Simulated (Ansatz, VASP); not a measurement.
# TaN: VASP beside Ansatz

```xyz
2
Lattice="0.0000 2.0701 2.1790 2.0701 0.0000 2.1790 2.0701 2.0701 0.0000" Properties=species:S:1:pos:R:3 pbc="T T T"
Ta    2.0701    2.0701    2.1790
N     0.0000    0.0000    0.0000
```

Change from the starting cell: strain -0.050 along x and y, +0.000 along z, atoms carried along.

Alike in both runs: task single point; functional LDA; k mesh 18 × 18 × 18; occupations gaussian, width 0.15 eV; no spin polarisation.

|  | VASP | Ansatz |
| --- | --- | --- |
| version | VASP 6.6.1 | Ansatz 0.2.0 |
| potentials or method | VASP PAW LDA potentials, release 64 (Ta_pv, N), cutoff 520 eV | scalar-relativistic, plane waves, PAW |
| valence electrons in the cell | 16 | 18 |

```tsv
	VASP	Ansatz	Ansatz less VASP
gap on the k mesh at the Fermi level (eV)	none	none	-
pressure (GPa)	50.6	47.5	-3.12
traceless stress, the component that is largest in VASP (GPa)	-32.61	-32.03	+0.581
```

LDA's correlation is that of Perdew and Zunger in VASP and of Perdew and Wang (1992) in Ansatz. A gap of «none» marks a metal or a gap that the smearing closes. Both programs put the cell under a high pressure, so it lies far from rest at this level. VASP's potentials hold 16 valence electrons a cell and Ansatz's 18, so a difference there can come from the potentials and not from the codes.

Neither program's run includes spin-orbit coupling.
